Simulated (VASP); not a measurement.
# MgS (Fm-3m) in VASP: single point with r2SCAN

Aim: the single point of MgS with r2SCAN.

Everything below comes from runs of VASP 6.6.1. Logs are shortened: lines on timing, memory, paths and dates and some standing lists are left out, and cuts for length are marked.

## Step 1: The cell of the first run

It takes space group Fm-3m (No. 225, cubic). Conventional cell: a = 5.191 Å, b = 5.191 Å, c = 5.191 Å, α = 90.00°, β = 90.00°, γ = 90.00°. Within 3.4 Å of Mg (site symmetry m-3m) lie 6 S at 2.60 Å. Within 3.4 Å of S (site symmetry m-3m) lie 6 Mg at 2.60 Å.

## Step 2: Single point, r2SCAN (functional r2SCAN, strained)

The input, POSCAR:

```
MgS
1.0
    0.0000000000      2.5954060400      2.5954060400
    2.5954060400      0.0000000000      2.5954060400
    2.5954060400      2.5954060400      0.0000000000
Mg S
1 1
Direct
    0.0000000000      0.0000000000      0.0000000000
    0.5000000000      0.5000000000      0.5000000000
```

The input, INCAR.step1:

```
  PREC = Accurate
  ENCUT = 660
  ISMEAR = 0
  SIGMA = 0.02
  LREAL = False
  LASPH = True
  NELM = 120
  NBANDS = 11
  GGA = PE
  ALGO = Normal
  EDIFF = 1E-5
  LWAVE = True
  LCHARG = False
  GGA_COMPAT = False
```

The input, INCAR.step2:

```
  PREC = Accurate
  ENCUT = 660
  EDIFF = 1E-6
  ISMEAR = 0
  SIGMA = 0.02
  LREAL = False
  LASPH = True
  NELM = 120
  ALGO = Normal
  ISIF = 2
  LWAVE = False
  LCHARG = False
  METAGGA = R2SCAN
  LMIXTAU = True
  NBANDS = 11
  ISTART = 1
  GGA_COMPAT = False
```

The input, KPOINTS:

```
Automatic mesh
0
Gamma
  8 8 8
```

Potentials or basis: VASP PAW PBE potentials, release 64 (Mg, S).

Started as:

```console
$ cat potpaw_PBE.64/Mg/POTCAR potpaw_PBE.64/S/POTCAR > POTCAR
$ cp INCAR.step1 INCAR
$ mpirun -np 1 vasp_std > vasp.out
$ cp INCAR.step2 INCAR
$ mpirun -np 1 vasp_std > vasp.out
```

OUTCAR:

```text
PREC = Accurate
   ENCUT = 660
   EDIFF = 1E-6
   ISMEAR = 0
   LREAL = False
   LASPH = True
   NELM = 120
   ISIF = 2
   METAGGA = R2SCAN
   ISTART = 1

 ion  position               nearest neighbor table
   1  0.000  0.000  0.000-   2 2.60   2 2.60   2 2.60   2 2.60   2 2.60   2 2.60
   2  0.500  0.500  0.500-   1 2.60   1 2.60   1 2.60   1 2.60   1 2.60   1 2.60

  LATTYP: Found a face centered cubic cell.
 ALAT       =     5.1908120800

  Lattice vectors:

 A1 = (   0.0000000000,   2.5954060400,   2.5954060400)
 A2 = (   2.5954060400,   0.0000000000,   2.5954060400)
 A3 = (   2.5954060400,   2.5954060400,   0.0000000000)

Analysis of symmetry for initial positions (statically):
=====================================================================
 Subroutine PRICEL returns:
 Original cell was already a primitive cell.

 Routine SETGRP: Setting up the symmetry group for a
 face centered cubic supercell.

 Subroutine GETGRP returns: Found 48 space group operations
[... 9 lines left out ...]

 Routine SETGRP: Setting up the symmetry group for a
 face centered cubic supercell.

 Subroutine GETGRP returns: Found 48 space group operations
[... 11 lines left out ...]
                                     Primitive cell

  volume of cell :      34.9660

  direct lattice vectors                    reciprocal lattice vectors
     0.000000000  2.595406040  2.595406040    -0.192648084  0.192648084  0.192648084
     2.595406040  0.000000000  2.595406040     0.192648084 -0.192648084  0.192648084
     2.595406040  2.595406040  0.000000000     0.192648084  0.192648084 -0.192648084

  length of vectors
     3.670458422  3.670458422  3.670458422     0.333676269  0.333676269  0.333676269

  position of ions in fractional coordinates (direct lattice)
     0.000000000  0.000000000  0.000000000
     0.500000000  0.500000000  0.500000000

  ion indices of the primitive-cell ions
   primitive index   ion index
                 1           1
                 2           2

----------------------------------------------------------------------------------------

 KPOINTS: Automatic mesh

Automatic generation of k-mesh.
 Grid dimensions read from file:
 generate k-points for:    8    8    8

 Generating k-lattice:

  Cartesian coordinates                     Fractional coordinates (reciprocal lattice)
    -0.024081010  0.024081010  0.024081010     0.125000000  0.000000000  0.000000000
     0.024081010 -0.024081010  0.024081010     0.000000000  0.125000000  0.000000000
     0.024081010  0.024081010 -0.024081010     0.000000000  0.000000000  0.125000000

  Length of vectors
     0.041709534  0.041709534  0.041709534

  Shift w.r.t. Gamma in fractional coordinates (k-lattice)
     0.000000000  0.000000000  0.000000000

 Subroutine IBZKPT returns following result:
 ===========================================

 Found     29 irreducible k-points:

 Following reciprocal coordinates:
            Coordinates               Weight
  0.000000  0.000000  0.000000      1.000000
  0.125000  0.000000  0.000000      8.000000
  0.250000  0.000000  0.000000      8.000000
  0.375000  0.000000  0.000000      8.000000
  0.500000  0.000000  0.000000      4.000000
  0.125000  0.125000  0.000000      6.000000
[... 16 lines left out ...]
  0.500000  0.250000  0.125000     48.000000
 -0.375000  0.250000  0.125000     24.000000
 [... further k-points ...]
   k-points           NKPTS =     29   k-points in BZ     NKDIM =     29   number of bands    NBANDS=     11
   number of dos      NEDOS =    301   number of ions     NIONS =      2
   total plane-waves  NPLWV =  32768
   dimension x,y,z NGX =    32 NGY =   32 NGZ =   32
   dimension x,y,z NGXF=    64 NGYF=   64 NGZF=   64
   ions per type =               1   1
   NGX,Y,Z   is equivalent  to a cutoff of  14.49, 14.49, 14.49 a.u.
   NGXF,Y,Z  is equivalent  to a cutoff of  28.99, 28.99, 28.99 a.u.
 SYSTEM =  unknown system
   PREC   = accura    normal or accurate (medium, high low for compatibility)
   ISTART =      1    job   : 0-new  1-cont  2-samecut
   ICHARG =      0    charge: 1-file 2-atom 10-const
   ISPIN  =      1    spin polarized calculation?
   LNONCOLLINEAR =      F non collinear calculations
   LSORBIT =      F    spin-orbit coupling
   LASPH  =      T    aspherical Exc in radial PAW
   ENCUT  =  660.0 eV  48.51 Ry    6.96 a.u.   7.69  7.69  7.69*2*pi/ulx,y,z
   NELM   =    120;   NELMIN=  2; NELMDL=  0     # of ELM steps
   EDIFF  = 0.1E-05   stopping-criterion for ELM
   LREAL  =      F    real-space projection
   EDIFFG = 0.1E-04   stopping-criterion for IOM
   NSW    =      0    number of steps for IOM
   IBRION =     -1    ionic relax: 0-MD 1-quasi-New 2-CG
   NFREE  =      0    steps in history (QN), initial steepest desc. (CG)
   ISIF   =      2    stress and relaxation
   ISYM   =      2    0-nonsym 1-usesym 2-fastsym
   POTIM  = 0.5000    time-step for ionic-motion
   TEBEG  =    0.0;   TEEND  =   0.0 temperature during run
   PSTRESS=    0.0 pullay stress
   NELECT =       8.0000    total number of electrons
   NUPDOWN=      -1.0000    fix difference up-down
   EMIN   =  10.00;   EMAX   =-10.00  energy-range for DOS
   EFERMI =   0.00;   METHOD = LEGACY
   ISMEAR =     0;   SIGMA  =   0.02  broadening in eV -4-tet -1-fermi 0-gaus
   EFERMI_NEDOS =   21; number of points for ismear=-14 and -15
   IALGO  =     38    algorithm
   IMIX   =      4    mixing-type and parameters
     AMIX     =   0.40;   BMIX     =  1.00
     AMIX_MAG =   1.60;   BMIX_MAG =  1.00
  volume/ion in A,a.u.               =      17.48       117.98
  Fermi-wavevector in a.u.,A,eV,Ry     =   1.001281  1.892148 13.640720  1.002565
  Thomas-Fermi vector in A             =   2.133693
   LORBIT       =      0    0 simple, 1 ext, 2 COOP (PROOUT), +10 PAW based schemes
   METAGGA = R2SCAN    functional components
   LHFCALC =     F    Hartree Fock is set to
   AEXX    =    0.0000 exact exchange contribution
   IVDW    =     0    specifies the selected vdW correction
   LEPSILON=     F    determine dielectric tensor
   LRPA    =     F    only Hartree local field effects (RPA)
 non-spin polarized calculation
 Gauss-broadening in eV      SIGMA  =   0.02
  energy-cutoff  :      660.00
  volume of cell :       34.97
 maximum number of plane-waves:      1365
   NGX = 15   NGY = 15   NGZ = 15

 number of electron       8.0000001 magnetization

 Free energy of the ion-electron system (eV)
  ---------------------------------------------------
  ext. energy  EPLUGINS =         0.00000000
  ---------------------------------------------------
  free energy    TOTEN  =       -15.51158979 eV

  energy without entropy =      -15.51158979  energy(sigma->0) =      -15.51158979

 E-fermi :   3.7175     XC(G=0): -10.1220

 val. band max:        3.5571655466   @ k =   0.0000   0.0000   0.0000
 cond. band min:       7.0061582685   @ k =   0.5000   0.5000   0.0000
 fundamental gap:      3.4489927219
 Fermi energy:         3.7175127816

 k-point     1 :       0.0000    0.0000    0.0000
  band No.  band energies     occupation
      1      -9.6682      2.00000
      2       3.5572      2.00000
      3       3.5572      2.00000
      4       3.5572      2.00000
      5       8.2326      0.00000
      6      12.0826      0.00000
      7      12.0826      0.00000
      8      12.0826      0.00000
      9      14.5062      0.00000
     10      14.5062      0.00000
     11      17.1213      0.00000

 k-point     2 :       0.1250    0.0000    0.0000
  band No.  band energies     occupation
      1      -9.5113      2.00000
      2       2.5387      2.00000
      3       3.4500      2.00000
      4       3.4500      2.00000
      5       8.9849      0.00000
      6      11.8200      0.00000
      7      12.3482      0.00000
      8      12.3482      0.00000
      9      13.9240      0.00000
     10      13.9240      0.00000
     11      17.3991      0.00000

 k-point     3 :       0.2500    0.0000    0.0000
  band No.  band energies     occupation
      1      -9.0875      2.00000
      2       0.7404      2.00000
      3       3.2155      2.00000
      4       3.2155      2.00000
      5       9.2906      0.00000
      6      11.9925      0.00000
      7      11.9925      0.00000
      8      12.7280      0.00000
      9      14.5404      0.00000
     10      14.5404      0.00000
     11      16.5770      0.00000

 k-point     4 :       0.3750    0.0000    0.0000
  band No.  band energies     occupation
      1      -8.5720      2.00000
      2      -0.7577      2.00000
      3       3.0081      2.00000
      4       3.0081      2.00000
      5       8.9409      0.00000
      6      11.3194      0.00000
      7      11.3194      0.00000
      8      14.4513      0.00000
      9      16.2169      0.00000
     10      16.5831      0.00000
     11      16.5831      0.00000

 k-point     5 :       0.5000    0.0000    0.0000
  band No.  band energies     occupation
      1      -8.3172      2.00000
      2      -1.3587      2.00000
      3       2.9286      2.00000
      4       2.9286      2.00000
      5       8.7843      0.00000
      6      11.0680      0.00000
      7      11.0680      0.00000
      8      14.8734      0.00000
      9      16.8345      0.00000
     10      18.6765      0.00000
     11      18.6765      0.00000
[... 211 lines left out ...]
 k-point    21 :       0.5000    0.5000    0.0000
  band No.  band energies     occupation
      1      -7.9263      2.00000
      2      -0.7529      2.00000
      3       1.8122      2.00000
      4       1.8122      2.00000
      5       7.0062      0.00000
      6       8.4607      0.00000
      7      16.7744      0.00000
      8      17.0644      0.00000
      9      18.1725      0.00000
     10      18.1725      0.00000
     11      20.1993      0.00000

 k-point    22 :       0.3750    0.2500    0.1250
  band No.  band energies     occupation
      1      -8.7554      2.00000
      2       0.4661      2.00000
      3       2.0647      2.00000
      4       2.8541      2.00000
      5      10.1069      0.00000
      6      10.6397      0.00000
      7      11.4055      0.00000
      8      13.5376      0.00000
      9      14.4105      0.00000
     10      17.3794      0.00000
     11      19.6473      0.00000

 k-point    23 :       0.5000    0.2500    0.1250
  band No.  band energies     occupation
      1      -8.3198      2.00000
      2      -0.4135      2.00000
      3       1.5164      2.00000
      4       2.5338      2.00000
      5       9.8572      0.00000
      6      10.6298      0.00000
      7      12.0702      0.00000
      8      13.3540      0.00000
      9      16.0998      0.00000
     10      18.8873      0.00000
     11      19.6130      0.00000

 k-point    24 :      -0.3750    0.2500    0.1250
  band No.  band energies     occupation
      1      -8.1121      2.00000
      2      -0.8241      2.00000
      3       1.3706      2.00000
      4       2.3696      2.00000
      5       9.7941      0.00000
      6      10.3476      0.00000
      7      12.6792      0.00000
      8      13.8194      0.00000
      9      16.7115      0.00000
     10      18.0110      0.00000
     11      20.0494      0.00000

 [... further k-points ...]
[... 5 lines left out ...]
  --------------------------------------------------------------------------------------
  -------------------------------------------------------------------------------------
  Total        0.0258606      0.0258606      0.0258606      0.0000000      0.0000000     -0.0000000
  in kB        1.1849595      1.1849595      1.1849595      0.0000000      0.0000000     -0.0000000
  external PRESSURE =       1.1849595 kB  Pullay stress =       0.0000000 kB

 VOLUME and BASIS-vectors are now :
 -----------------------------------------------------------------------------
  energy-cutoff  :      660.00
  volume of cell :       34.97
      direct lattice vectors                 reciprocal lattice vectors
     0.000000000  2.595406040  2.595406040    -0.192648084  0.192648084  0.192648084
     2.595406040  0.000000000  2.595406040     0.192648084 -0.192648084  0.192648084
     2.595406040  2.595406040  0.000000000     0.192648084  0.192648084 -0.192648084

 POSITION                                       TOTAL-FORCE (eV/Angst)
 -----------------------------------------------------------------------------------
      0.00000      0.00000      0.00000        -0.000000     -0.000000      0.000000
      2.59541      2.59541      2.59541         0.000000      0.000000     -0.000000
 -----------------------------------------------------------------------------------
    total drift:                               -0.000000     -0.000000      0.000000

  FREE ENERGIE OF THE ION-ELECTRON SYSTEM (eV)
  ---------------------------------------------------
  free  energy   TOTEN  =       -15.5115897886 eV

  energy  without entropy=      -15.5115897886  energy(sigma->0) =      -15.51158979
```

It took 49 s on 1 thread of Intel Xeon Platinum 8488C (Sapphire Rapids), shared host; peak memory 0.19 GiB.

Results:

| Quantity | Value |
| --- | --- |
| Free energy | -15.5116 eV |
| Pressure | 0.1 GPa |
| Band gap on the k mesh | 3.45 eV, indirect (least direct gap 4.68 eV) |

Levels at points of the mesh, in eV from the valence-band top:
| k point | band 1 | band 2 | band 3 | band 4 | band 5 | band 6 | band 7 | band 8 | band 9 |
| --- | --- | --- | --- | --- | --- | --- | --- | --- | --- |
| (0.00, 0.00, 0.00) | -13.23 | 0.00 | 0.00 | 0.00 | 4.68 | 8.53 | 8.53 | 8.53 | 10.95 |
| (0.50, 0.00, 0.00) | -11.87 | -4.92 | -0.63 | -0.63 | 5.23 | 7.51 | 7.51 | 11.32 | 13.28 |
| (0.50, 0.50, 0.00) | -11.48 | -4.31 | -1.74 | -1.74 | 3.45 | 4.90 | 13.22 | 13.51 | 14.62 |

Caveat: the cell differs from its parent crystal (functional r2SCAN, strained); the PAW data sets were made with another functional, which shifts forces and pressure a little. A k mesh can miss the band edges.
